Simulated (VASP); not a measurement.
Input of a VASP 6.6.1 run:

File INCAR:

```
  ALGO = Normal
  EDIFF = 1E-6
  EDIFFG = -0.01
  ENCUT = 600
  GGA = PE
  IBRION = 2
  ISIF = 4
  ISMEAR = 0
  IVDW = 12
  LASPH = T
  LCHARG = F
  LREAL = F
  LWAVE = F
  NELM = 80
  NSW = 50
  PREC = Accurate
  SIGMA = 0.1
```

File KPOINTS:

```
k-points
0
Gamma
  12 12 10
```

The input POSCAR:

```
PtSe2
1.0
    3.7023461512      0.0000000000      0.0000000000
   -1.8511730756      3.2063258205      0.0000000000
    0.0000000000      0.0000000000      4.5537980351
Pt Se
1 2
Direct
    0.0000000000      0.0000000000      0.0000000000
    0.3333333333      0.6666666667      0.2758936585
    0.6666666667      0.3333333333      0.7241063415
```

Potentials or basis: VASP PAW PBE potentials, release 64 (Pt, Se).

Command:

```sh
$ cat potpaw_PBE.64/Pt/POTCAR potpaw_PBE.64/Se/POTCAR > POTCAR
$ mpirun -np 1 vasp_std > vasp.out
```

Question: What does it give for the band gap on the k mesh?

Answer: Zero (bands 11 and 12 overlap by 0.70 eV).

Question: Estimate the dispersion energy per atom.

Answer: -0.540 eV.

Step by step:
```csv
step,energy change (eV),largest force (eV/Å),pressure (GPa),volume (Å³)
1,0.0000,0.3422,10.27,54.06
2,-0.0089,0.0758,8.97,54.06
3,-0.0096,0.0248,8.52,54.06
4,-0.0096,0.0178,8.54,54.06
5,-0.0098,0.0069,8.52,54.06
6,-0.0098,0.0044,8.50,54.06
```

Caveat: spin-orbit coupling is left out, which moves the levels of the heavy elements.
